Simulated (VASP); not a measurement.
**Te: single point with PBE**

Te:

```
Te
1.0
     4.38693    0.00000    0.00000
    -2.19346    3.79919    0.00000
     0.00000    0.00000    6.06828
Te
3
Direct
  0.72475 0.00000 0.33333
  0.00000 0.72475 0.66667
  0.27525 0.27525 0.00000
```

This cell differs from its parent crystal: biaxial strain in the a-b plane: -3.0 %, then relaxed in part.

```yaml
Program: VASP 6.6.1
Task: single point
Functional: PBE
Potentials_or_basis: VASP PAW PBE potentials, release 64 (Te)
Cutoff: 520 eV
k_mesh: 12 × 12 × 6
Occupations: gaussian, width 0.01 eV
Spin: no spin polarisation
```

```json
{"Pressure": "0.6 GPa", "Largest force": "0.008 eV/Å", "Band gap on the k mesh": "0.01 eV, direct"}
```

Forces on the atoms (eV/Å):
```
Te  -0.008  0.000  0.000
Te   0.004 -0.007  0.000
Te   0.004  0.007  0.000
```

Stress tensor (GPa, compression positive):
```
0.84 0.00 0.00
0.00 0.84 0.00
0.00 0.00 0.02
```

Levels at points of the mesh, in eV from the valence-band top:
| k point | band 5 | band 6 | band 7 | band 8 | band 9 | band 10 | band 11 | band 12 | band 13 | band 14 |
| --- | --- | --- | --- | --- | --- | --- | --- | --- | --- | --- |
| (0.00, 0.00, 0.00) | -2.56 | -2.56 | -1.56 | -1.56 | -0.83 | 1.00 | 1.00 | 1.75 | 4.98 | 4.98 |
| (0.50, 0.00, 0.00) | -4.37 | -3.63 | -3.52 | -0.87 | -0.71 | 0.75 | 0.80 | 2.88 | 3.59 | 7.64 |
| (0.00, 0.00, 0.50) | -2.47 | -2.47 | -1.19 | -0.80 | -0.80 | 0.46 | 0.55 | 0.55 | 3.93 | 5.35 |
| (0.50, 0.00, 0.50) | -3.52 | -3.51 | -2.45 | -2.17 | -0.31 | 0.51 | 1.90 | 2.60 | 4.45 | 5.02 |

It took 2.2 min on 1 thread of Oxide Virtual Turin-like Processor, with other jobs on the host, peak memory 0.28 GiB.

Caveat: the cell differs from its parent crystal (biaxial strain in the a-b plane: -3.0 %, then relaxed in part); spin-orbit coupling is left out, which moves the levels of the heavy elements. A k mesh can miss the band edges.
